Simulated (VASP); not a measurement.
# SrTiO3 (P4/mmm) in VASP: further runs

Runs on SrTiO3. Level: PBE. Tasks: single point.

All numbers are computed with VASP 6.6.1; they aren't measurements. Logs are shortened: lines on timing, memory, paths and dates and some standing lists are left out, and cuts for length are marked.

## Step 1: The cell of the first run

It takes space group P4/mmm (No. 123, tetragonal). Conventional cell: a = 3.905 Å, b = 3.905 Å, c = 3.866 Å, α = 90.00°, β = 90.00°, γ = 90.00°. Sr (site symmetry 4/mmm) has 12 O at 2.75 to 2.76 Å and 8 Ti at 3.37 Å within 3.6 Å. Ti (site symmetry 4/mmm) has 6 O at 1.93 to 1.95 Å within 2.6 Å. O (site symmetry mmm) has 2 Ti at 1.95 Å within 2.6 Å. O (site symmetry 4/mmm) has 2 Ti at 1.93 Å within 2.6 Å.

## Step 2: Single point, PBE (z stretched by -1 %, then relaxed in part)

Input file INCAR:

```
  PREC = Accurate
  ENCUT = 600
  EDIFF = 1E-6
  ISMEAR = -1
  SIGMA = 0.02
  LREAL = False
  LASPH = True
  NELM = 120
  ALGO = Normal
  ISIF = 2
  LWAVE = False
  LCHARG = False
  GGA = PE
  NBANDS = 28
  GGA_COMPAT = False
```

Input file KPOINTS:

```
Automatic mesh
0
Gamma
  8 8 8
```

Input file POSCAR:

```
SrTiO3
1.0
    3.9050000000      0.0000000000      0.0000000000
    0.0000000000      3.9050000000      0.0000000000
    0.0000000000      0.0000000000      3.8659500000
Sr Ti O
1 1 3
Direct
    0.0000000000      0.0000000000      0.0000000000
    0.5000000000      0.5000000000      0.5000000000
    0.0000000000      0.5000000000      0.5000000000
    0.5000000000      0.0000000000      0.5000000000
    0.5000000000      0.5000000000      0.0000000000
```

Potentials or basis: VASP PAW PBE potentials, release 64 (Sr_sv, Ti_sv, O).

Launch:

```bash
$ cat potpaw_PBE.64/Sr_sv/POTCAR potpaw_PBE.64/Ti_sv/POTCAR potpaw_PBE.64/O/POTCAR > POTCAR
$ mpirun -np 1 vasp_std > vasp.out
```

OUTCAR:

```text
PREC = Accurate
   ENCUT = 600
   EDIFF = 1E-6
   ISMEAR = -1
   LREAL = False
   LASPH = True
   NELM = 120
   ISIF = 2
   GGA = PE

 ion  position               nearest neighbor table
   1  0.000  0.000  0.000-   3 2.75   4 2.75   3 2.75   4 2.75   3 2.75   3 2.75   4 2.75   4 2.75
                             5 2.76   5 2.76   5 2.76   5 2.76   2 3.37   2 3.37   2 3.37   2 3.37
   2  0.500  0.500  0.500-   5 1.93   5 1.93   3 1.95   4 1.95   4 1.95   3 1.95   1 3.37   1 3.37
                             1 3.37   1 3.37   1 3.37   1 3.37   1 3.37   1 3.37
   3  0.000  0.500  0.500-   2 1.95   2 1.95   1 2.75   1 2.75   1 2.75   1 2.75
   4  0.500  0.000  0.500-   2 1.95   2 1.95   1 2.75   1 2.75   1 2.75   1 2.75
   5  0.500  0.500  0.000-   2 1.93   2 1.93   1 2.76   1 2.76   1 2.76   1 2.76

  LATTYP: Found a simple tetragonal cell.
 ALAT       =     3.9050000000
 C/A-ratio  =     0.9900000000

  Lattice vectors:

 A1 = (   3.9050000000,   0.0000000000,   0.0000000000)
 A2 = (   0.0000000000,   3.9050000000,   0.0000000000)
 A3 = (   0.0000000000,   0.0000000000,   3.8659500000)

Analysis of symmetry for initial positions (statically):
=====================================================================
 Subroutine PRICEL returns:
 Original cell was already a primitive cell.

 Routine SETGRP: Setting up the symmetry group for a
 simple tetragonal supercell.

 Subroutine GETGRP returns: Found 16 space group operations
 (whereof 16 operations were pure point group operations)
 out of a pool of 16 trial point group operations.

The static configuration has the point symmetry D_4h.

Analysis of symmetry for dynamics (positions and initial velocities):
=====================================================================
 Subroutine PRICEL returns:
 Original cell was already a primitive cell.

 Routine SETGRP: Setting up the symmetry group for a
 simple tetragonal supercell.

 Subroutine GETGRP returns: Found 16 space group operations
 (whereof 16 operations were pure point group operations)
 out of a pool of 16 trial point group operations.

The dynamic configuration has the point symmetry D_4h.

 Subroutine INISYM returns: Found 16 space group operations
 (whereof 16 operations are pure point group operations),
 and found     1 'primitive' translations

----------------------------------------------------------------------------------------

                                     Primitive cell

  volume of cell :      58.9520

  direct lattice vectors                    reciprocal lattice vectors
     3.905000000  0.000000000  0.000000000     0.256081946  0.000000000  0.000000000
     0.000000000  3.905000000  0.000000000     0.000000000  0.256081946  0.000000000
     0.000000000  0.000000000  3.865950000     0.000000000  0.000000000  0.258668633

  length of vectors
     3.905000000  3.905000000  3.865950000     0.256081946  0.256081946  0.258668633

  position of ions in fractional coordinates (direct lattice)
     0.000000000  0.000000000  0.000000000
     0.500000000  0.500000000  0.500000000
     0.000000000  0.500000000  0.500000000
     0.500000000  0.000000000  0.500000000
     0.500000000  0.500000000  0.000000000

  ion indices of the primitive-cell ions
   primitive index   ion index
                 1           1
                 2           2
                 3           3
                 4           4
                 5           5

----------------------------------------------------------------------------------------

 KPOINTS: Automatic mesh

Automatic generation of k-mesh.
 Grid dimensions read from file:
 generate k-points for:    8    8    8

 Generating k-lattice:

  Cartesian coordinates                     Fractional coordinates (reciprocal lattice)
     0.032010243  0.000000000  0.000000000     0.125000000  0.000000000  0.000000000
     0.000000000  0.032010243  0.000000000     0.000000000  0.125000000  0.000000000
     0.000000000  0.000000000  0.032333579     0.000000000  0.000000000  0.125000000

  Length of vectors
     0.032010243  0.032010243  0.032333579

  Shift w.r.t. Gamma in fractional coordinates (k-lattice)
     0.000000000  0.000000000  0.000000000

 Subroutine IBZKPT returns following result:
 ===========================================

 Found     75 irreducible k-points:

 Following reciprocal coordinates:
            Coordinates               Weight
  0.000000  0.000000  0.000000      1.000000
  0.125000  0.000000  0.000000      4.000000
  0.250000  0.000000  0.000000      4.000000
  0.375000  0.000000  0.000000      4.000000
  0.500000  0.000000  0.000000      2.000000
  0.125000  0.125000  0.000000      4.000000
[... 16 lines left out ...]
  0.375000  0.125000  0.125000     16.000000
  0.500000  0.125000  0.125000      8.000000
 [... further k-points ...]
   k-points           NKPTS =     75   k-points in BZ     NKDIM =     75   number of bands    NBANDS=     28
   number of dos      NEDOS =    301   number of ions     NIONS =      5
   total plane-waves  NPLWV =  32768
   dimension x,y,z NGX =    32 NGY =   32 NGZ =   32
   dimension x,y,z NGXF=    64 NGYF=   64 NGZF=   64
   ions per type =               1   1   3
   NGX,Y,Z   is equivalent  to a cutoff of  13.62, 13.62, 13.76 a.u.
   NGXF,Y,Z  is equivalent  to a cutoff of  27.25, 27.25, 27.52 a.u.
 SYSTEM =  unknown system
   PREC   = accura    normal or accurate (medium, high low for compatibility)
   ISTART =      0    job   : 0-new  1-cont  2-samecut
   ICHARG =      2    charge: 1-file 2-atom 10-const
   ISPIN  =      1    spin polarized calculation?
   LNONCOLLINEAR =      F non collinear calculations
   LSORBIT =      F    spin-orbit coupling
   LASPH  =      T    aspherical Exc in radial PAW
   ENCUT  =  600.0 eV  44.10 Ry    6.64 a.u.   7.80  7.80  7.72*2*pi/ulx,y,z
   NELM   =    120;   NELMIN=  2; NELMDL= -5     # of ELM steps
   EDIFF  = 0.1E-05   stopping-criterion for ELM
   LREAL  =      F    real-space projection
   EDIFFG = 0.1E-04   stopping-criterion for IOM
   NSW    =      0    number of steps for IOM
   IBRION =     -1    ionic relax: 0-MD 1-quasi-New 2-CG
   NFREE  =      0    steps in history (QN), initial steepest desc. (CG)
   ISIF   =      2    stress and relaxation
   ISYM   =      2    0-nonsym 1-usesym 2-fastsym
   POTIM  = 0.5000    time-step for ionic-motion
   TEBEG  =    0.0;   TEEND  =   0.0 temperature during run
   PSTRESS=    0.0 pullay stress
   NELECT =      40.0000    total number of electrons
   NUPDOWN=      -1.0000    fix difference up-down
   EMIN   =  10.00;   EMAX   =-10.00  energy-range for DOS
   EFERMI =   0.00;   METHOD = LEGACY
   ISMEAR =    -1;   SIGMA  =   0.02  broadening in eV -4-tet -1-fermi 0-gaus
   EFERMI_NEDOS =   21; number of points for ismear=-14 and -15
   IALGO  =     38    algorithm
   IMIX   =      4    mixing-type and parameters
     AMIX     =   0.40;   BMIX     =  1.00
     AMIX_MAG =   1.60;   BMIX_MAG =  1.00
  volume/ion in A,a.u.               =      11.79        79.57
  Fermi-wavevector in a.u.,A,eV,Ry     =   1.438562  2.718489 28.156739  2.069462
  Thomas-Fermi vector in A             =   2.557515
   LORBIT       =      0    0 simple, 1 ext, 2 COOP (PROOUT), +10 PAW based schemes
   GGA     = PE    functional components
   LHFCALC =     F    Hartree Fock is set to
   AEXX    =    0.0000 exact exchange contribution
   IVDW    =     0    specifies the selected vdW correction
   LEPSILON=     F    determine dielectric tensor
   LRPA    =     F    only Hartree local field effects (RPA)
 non-spin polarized calculation
  energy-cutoff  :      600.00
  volume of cell :       58.95
 maximum number of plane-waves:      2000
 NGX is ok and might be reduce to    32
   NGX = 15   NGY = 15   NGZ = 15

 number of electron      39.9999983 magnetization

 Free energy of the ion-electron system (eV)
  ---------------------------------------------------
  ext. energy  EPLUGINS =         0.00000000
  ---------------------------------------------------
  free energy    TOTEN  =       -40.05734211 eV

  energy without entropy =      -40.05734211  energy(sigma->0) =      -40.05734211

 E-fermi :   4.6411     XC(G=0): -11.3238

 val. band max:        4.2538268046   @ k =   0.5000   0.5000   0.5000
 cond. band min:       6.1097955799   @ k =   0.0000   0.0000   0.0000
 fundamental gap:      1.8559687753
 Fermi energy:         4.6410703080

 k-point     1 :       0.0000    0.0000    0.0000
  band No.  band energies     occupation
      1     -52.1760      2.00000
      2     -28.5121      2.00000
      3     -28.4354      2.00000
      4     -28.4263      2.00000
      5     -28.4263      2.00000
      6     -13.2205      2.00000
[... 20 lines left out ...]
     27       9.7069      0.00000
     28      10.5515      0.00000

 k-point     2 :       0.1250    0.0000    0.0000
  band No.  band energies     occupation
      1     -52.1757      2.00000
      2     -28.5307      2.00000
      3     -28.4349      2.00000
      4     -28.4259      2.00000
      5     -28.4147      2.00000
      6     -13.2309      2.00000
[... 20 lines left out ...]
     27       9.9674      0.00000
     28      10.9194      0.00000

 k-point     3 :       0.2500    0.0000    0.0000
  band No.  band energies     occupation
      1     -52.1752      2.00000
      2     -28.5672      2.00000
      3     -28.4339      2.00000
      4     -28.4249      2.00000
      5     -28.3948      2.00000
      6     -13.3027      2.00000
[... 20 lines left out ...]
     27      10.6326      0.00000
     28      11.9277      0.00000

 k-point     4 :       0.3750    0.0000    0.0000
  band No.  band energies     occupation
      1     -52.1746      2.00000
      2     -28.5989      2.00000
      3     -28.4329      2.00000
      4     -28.4238      2.00000
      5     -28.3796      2.00000
      6     -13.4114      2.00000
[... 20 lines left out ...]
     27      11.3707      0.00000
     28      12.3684      0.00000

 k-point     5 :       0.5000    0.0000    0.0000
  band No.  band energies     occupation
      1     -52.1744      2.00000
      2     -28.6113      2.00000
      3     -28.4324      2.00000
      4     -28.4234      2.00000
      5     -28.3740      2.00000
      6     -13.4609      2.00000
[... 20 lines left out ...]
     27      11.7073      0.00000
     28      12.3141      0.00000

 k-point     6 :       0.1250    0.1250    0.0000
  band No.  band energies     occupation
      1     -52.1755      2.00000
      2     -28.5396      2.00000
      3     -28.4366      2.00000
      4     -28.4345      2.00000
      5     -28.4019      2.00000
      6     -13.2230      2.00000
[... 463 lines left out ...]
      5     -28.3958      2.00000
      6     -13.1906      2.00000
[... 20 lines left out ...]
     27      10.4555      0.00000
     28      11.3956      0.00000

 k-point    22 :       0.2500    0.1250    0.1250
  band No.  band energies     occupation
      1     -52.1747      2.00000
      2     -28.5603      2.00000
      3     -28.4487      2.00000
      4     -28.4381      2.00000
      5     -28.3881      2.00000
      6     -13.1907      2.00000
[... 20 lines left out ...]
     27      11.0622      0.00000
     28      11.9565      0.00000

 k-point    23 :       0.3750    0.1250    0.1250
  band No.  band energies     occupation
      1     -52.1742      2.00000
      2     -28.5814      2.00000
      3     -28.4463      2.00000
      4     -28.4357      2.00000
      5     -28.3870      2.00000
      6     -13.2479      2.00000
[... 20 lines left out ...]
     27      11.7508      0.00000
     28      12.6665      0.00000

 k-point    24 :       0.5000    0.1250    0.1250
  band No.  band energies     occupation
      1     -52.1739      2.00000
      2     -28.5910      2.00000
      3     -28.4442      2.00000
      4     -28.4336      2.00000
      5     -28.3879      2.00000
      6     -13.2821      2.00000
[... 20 lines left out ...]
     27      12.0233      0.00000
     28      12.8297      0.00000

 [... further k-points ...]
[... 5 lines left out ...]
  --------------------------------------------------------------------------------------
  -------------------------------------------------------------------------------------
  Total        2.1775492      2.1775492      3.1332550      0.0000000     -0.0000000      0.0000000
  in kB       59.1807205     59.1807205     85.1545797      0.0000000     -0.0000000      0.0000000
  external PRESSURE =      67.8386736 kB  Pullay stress =       0.0000000 kB

 VOLUME and BASIS-vectors are now :
 -----------------------------------------------------------------------------
  energy-cutoff  :      600.00
  volume of cell :       58.95
      direct lattice vectors                 reciprocal lattice vectors
     3.905000000  0.000000000  0.000000000     0.256081946  0.000000000  0.000000000
     0.000000000  3.905000000  0.000000000     0.000000000  0.256081946  0.000000000
     0.000000000  0.000000000  3.865950000     0.000000000  0.000000000  0.258668633

 POSITION                                       TOTAL-FORCE (eV/Angst)
 -----------------------------------------------------------------------------------
      0.00000      0.00000      0.00000         0.000000      0.000000      0.000000
      1.95250      1.95250      1.93298         0.000000      0.000000      0.000000
      0.00000      1.95250      1.93298         0.000000      0.000000      0.000000
      1.95250      0.00000      1.93298         0.000000      0.000000      0.000000
      1.95250      1.95250      0.00000         0.000000      0.000000      0.000000
 -----------------------------------------------------------------------------------
    total drift:                                0.000000     -0.000000     -0.000000

  FREE ENERGIE OF THE ION-ELECTRON SYSTEM (eV)
  ---------------------------------------------------
  free  energy   TOTEN  =       -40.0573421123 eV

  energy  without entropy=      -40.0573421122  energy(sigma->0) =      -40.05734211
```

It took 50 s on 1 thread of Intel Xeon 6975P-C (Granite Rapids), shared host; peak memory 0.28 GiB.

Results:

```yaml
Free_energy: -40.0573 eV
Pressure: 6.8 GPa
Band_gap_on_the_k_mesh: 1.86 eV, indirect (least direct gap 2.21 eV)
```

Stress tensor (GPa, compression positive):
```
5.92 0.00 0.00
0.00 5.92 0.00
0.00 0.00 8.52
```

Levels at points of the mesh, in eV from the valence-band top:
```
           k point  band 18  band 19  band 20  band 21  band 22  band 23
(0.00, 0.00, 0.00)    -0.36    -0.36    -0.35     1.86     1.87     1.87
(0.50, 0.00, 0.00)    -2.02    -0.73    -0.73     2.04     3.79     3.80
(0.50, 0.50, 0.00)    -1.63    -1.63    -0.12     3.80     3.80     4.25
(0.00, 0.00, 0.50)    -2.03    -0.75    -0.75     2.04     3.89     3.89
(0.50, 0.00, 0.50)    -1.57    -1.57    -0.09     3.80     3.90     4.31
(0.50, 0.50, 0.50)    -0.02     0.00     0.00     4.48     4.54     4.54
```

Caveat: the cell differs from its parent crystal (z stretched by -1 %, then relaxed in part).

## Step 3: Single point, PBE (z stretched by +1 %, then relaxed in part)

Input file INCAR:

```
  PREC = Accurate
  ENCUT = 600
  EDIFF = 1E-6
  ISMEAR = -1
  SIGMA = 0.02
  LREAL = F
  LASPH = T
  NELM = 120
  ALGO = Normal
  ISIF = 2
  LWAVE = F
  LCHARG = F
  GGA = PE
  NBANDS = 28
  GGA_COMPAT = F
```

KPOINTS is that of step 2.

POSCAR: that of step 2 with these lines changed.

```diff
@@ -4,3 +4,3 @@
     0.0000000000      3.9050000000      0.0000000000
-    0.0000000000      0.0000000000      3.8659500000
+    0.0000000000      0.0000000000      3.9440500000
 Sr Ti O
```

Potentials or basis: VASP PAW PBE potentials, release 64 (Sr_sv, Ti_sv, O).

Launch:

```bash
$ cat potpaw_PBE.64/Sr_sv/POTCAR potpaw_PBE.64/Ti_sv/POTCAR potpaw_PBE.64/O/POTCAR > POTCAR
$ mpirun -np 1 vasp_std > vasp.out
```

It took 49 s on 1 thread of Intel Xeon 6975P-C (Granite Rapids), shared host; peak memory 0.28 GiB.

It converged, with:

| Property | Result |
| --- | --- |
| Free energy | -40.0961 eV |
| Pressure | 3.0 GPa |
| Band gap on the k mesh | 1.82 eV, indirect (least direct gap 2.19 eV) |

Stress tensor (GPa, compression positive):
```
3.77 0.00 0.00
0.00 3.77 0.00
0.00 0.00 1.49
```

Levels at points of the mesh, in eV from the valence-band top:
| k point | band 18 | band 19 | band 20 | band 21 | band 22 | band 23 |
| --- | --- | --- | --- | --- | --- | --- |
| (0.00, 0.00, 0.00) | -0.38 | -0.37 | -0.37 | 1.82 | 1.82 | 1.83 |
| (0.50, 0.00, 0.00) | -1.97 | -0.76 | -0.75 | 1.99 | 3.74 | 3.75 |
| (0.50, 0.50, 0.00) | -1.54 | -1.54 | -0.09 | 3.75 | 3.75 | 4.21 |
| (0.00, 0.00, 0.50) | -1.97 | -0.74 | -0.74 | 1.99 | 3.65 | 3.65 |
| (0.50, 0.00, 0.50) | -1.59 | -1.59 | -0.12 | 3.66 | 3.75 | 4.15 |
| (0.50, 0.50, 0.50) | -0.02 | -0.02 | 0.00 | 4.37 | 4.37 | 4.42 |

Caveat: the cell differs from its parent crystal (z stretched by +1 %, then relaxed in part). A k mesh can miss the band edges.

[end of part 1 of 2]
